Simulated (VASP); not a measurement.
**ZnO (zincite): single point with PBE**

ZnO (zincite):

```
Zn O
1.0
     3.24931    0.00000    0.00000
    -1.62465    2.81398    0.00000
     0.00000    0.00000    5.20571
Zn O
2 2
Direct
  0.33333 0.66667 0.50000
  0.66667 0.33333 0.00000
  0.66667 0.33333 0.37901
  0.33333 0.66667 0.87901
```

```json
{
  "Program": "VASP 6.6.1",
  "Task": "single point",
  "Functional": "PBE",
  "Potentials or basis": "VASP PAW PBE potentials, release 64 (Zn, O)",
  "Cutoff": "520 eV",
  "k mesh": "7 × 7 × 4",
  "Occupations": "gaussian, width 0.01 eV",
  "Spin": "no spin polarisation"
}
```

| Property | Result |
| --- | --- |
| Pressure | 6.0 GPa |
| Largest force | 0.074 eV/Å |
| Band gap on the k mesh | 0.79 eV, direct |

Forces on the atoms (eV/Å):
```
Zn   0.000  0.000 -0.074
Zn   0.000  0.000 -0.074
O    0.000  0.000  0.074
O    0.000  0.000  0.074
```

Stress tensor (GPa, compression positive):
```
5.42 0.00 0.00
0.00 5.42 0.00
0.00 0.00 7.18
```

Levels at points of the mesh, in eV from the valence-band top:
| k point | band 16 | band 17 | band 18 | band 19 | band 20 | band 21 |
| --- | --- | --- | --- | --- | --- | --- |
| (0.00, 0.00, 0.00) | -0.07 | 0.00 | 0.00 | 0.79 | 5.21 | 8.26 |
| (0.00, 0.00, 0.50) | -0.40 | -0.40 | -0.40 | 3.46 | 3.46 | 10.12 |

Wall time 10 s on 1 thread of Intel(R) Xeon(R) 6975P-C (Granite Rapids) (shared host), peak memory 0.16 GiB.
